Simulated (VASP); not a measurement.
Runs of VASP 6.6.1 on BeSe4. The structure is that of space group P4/mmm (No. 123), or close to it. The cells are those of the table. 

```tsv
task	cell	k mesh	cutoff (eV)	gap on the mesh (eV)	pressure (GPa)	relaxed volume (Å³/atom)
single point	a = 4.943, b = 4.943, c = 6.014 Å, 5 atoms	4 × 4 × 4	520	none	-2.0	-
relaxation of cell and atoms	relaxed from a = 4.943, b = 4.943, c = 6.014 Å, 5 atoms	4 × 4 × 4	600	-	0.0	22.74
single point	a = 5.225, b = 5.225, c = 4.173 Å, 5 atoms	4 × 4 × 4	520	none	-0.1	-
single point	a = 5.367, b = 5.367, c = 4.018 Å, 5 atoms	8 × 8 × 10	520	none	(a)	-
relaxation of cell and atoms	relaxed from a = 5.225, b = 5.225, c = 4.173 Å, 5 atoms	8 × 8 × 10	600	none	0.0	(b)
```

Alike in all rows: level PBE; potentials or basis VASP PAW PBE potentials, release 64 (Be, Se); no spin polarisation; smearing gaussian 0.1 eV.

Fill in the values left out.

(a) 0.1; (b) 23.16.

Caveats: some runs use coarse meshes; the volume moved by over 15 % at a fixed basis, so the end points are rough (some runs); the bands computed are all filled at some k points, so no gap is given (some runs).

A k mesh can miss the band edges, and the runs leave out spin-orbit coupling on Se.

A gap of «none» marks levels without a gap at the run's occupations.
